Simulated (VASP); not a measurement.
# Mo: single point with PBEsol

The system is Mo.

```
Mo
1.0
     2.69448    0.00000    0.00000
    -1.34724    2.33349    0.00000
     0.00000    0.00000    2.63184
Mo
1
Cartesian
  0.0000 0.0000 1.3159
```

This cell differs from its parent crystal: strain -0.015 along x and y, +0.030 along z.

```json
{
 "Program": "VASP 6.6.1",
 "Task": "single point",
 "Functional": "PBEsol",
 "Potentials or basis": "VASP PAW PBE potentials, release 64 (Mo_sv)",
 "Cutoff": "520 eV",
 "k mesh": "18 × 18 × 18",
 "Occupations": "gaussian, width 0.15 eV",
 "Spin": "no spin polarisation"
}
```

```
Pressure               : -2.3 GPa
Band gap on the k mesh : zero (band 7 reaches 12.31 eV, above the bottom of band 8 at 10.61 eV)
```

Stress tensor (GPa, compression positive):
```
  5.03   0.00   0.00
  0.00   5.03   0.00
  0.00   0.00 -16.96
```

Levels at points of the mesh, in eV from the Fermi level:
```csv
k point,band 3,band 4,band 5,band 6,band 7,band 8,band 9,band 10,band 11,band 12
"(0.00, 0.00, 0.00)",-34.25,-34.25,-6.94,-4.37,-0.96,-0.96,3.89,3.89,13.19,14.50
"(0.50, 0.00, 0.00)",-34.62,-34.29,-5.13,-2.95,0.28,1.14,3.12,4.67,10.51,13.83
"(0.00, 0.00, 0.50)",-34.14,-34.14,-4.14,-0.44,-0.31,-0.31,1.16,1.16,8.96,15.85
"(0.50, 0.00, 0.50)",-35.54,-34.48,-5.40,-3.86,-0.18,4.93,5.68,6.08,7.14,15.93
```

Run time: 21 s on 1 thread of Intel(R) Xeon(R) 6975P-C (Granite Rapids), on a shared host, peak memory 0.18 GiB.

Caveat: the cell differs from its parent crystal (strain -0.015 along x and y, +0.030 along z); the PAW data sets were made with another functional, which shifts forces and pressure a little.
